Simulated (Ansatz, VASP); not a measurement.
NiO in VASP and in Ansatz

```xyz
2
Lattice="0.0000 2.1165 2.1165 2.1165 0.0000 2.1165 2.1165 2.1165 0.0000" Properties=species:S:1:pos:R:3 pbc="T T T"
Ni    0.0000    0.0000    0.0000
O     2.1165    2.1165    2.1165
```

Alike in both runs: task single point; functional revPBE; dispersion D4; k mesh 10 × 10 × 10; occupations gaussian, width 0.05 eV; collinear spin; Hubbard terms Ni d U = 6.2 eV.

|  | VASP | Ansatz |
| --- | --- | --- |
| version | VASP 6.6.1 | Ansatz 0.2.0 |
| potentials or method | VASP PAW PBE potentials, release 64 (Ni, O), cutoff 600 eV | scalar-relativistic, plane waves, PAW |
| valence electrons in the cell | 16 | 24 |

VASP gave:

```
gap on the k mesh at the Fermi level (eV)                     : 2.55
least direct gap on the mesh (eV)                             : 3.25
pressure (GPa)                                                : -9.1
net moment per atom (μB)                                      : 1.00
size of the moment on the site where the two differ most (μB) : 1.83
```

Question: Which values does Ansatz return?

Answer: gap on the k mesh at the Fermi level (eV): 2.10; least direct gap on the mesh (eV): 2.99; pressure (GPa): 0.1; net moment per atom (μB): 1.00; size of the moment on the site where the two differ most (μB): 1.74.

VASP's potentials were made for PBE, not for revPBE. Site moments also hang on the region over which each program counts them. The programs project onto different local orbitals, so the same U acts differently, and such runs can settle in different states. VASP's potentials hold 16 valence electrons a cell and Ansatz's 24, so a difference there can come from the potentials and not from the codes. Ansatz's warnings: dispersion switch in reach, stability check not made.
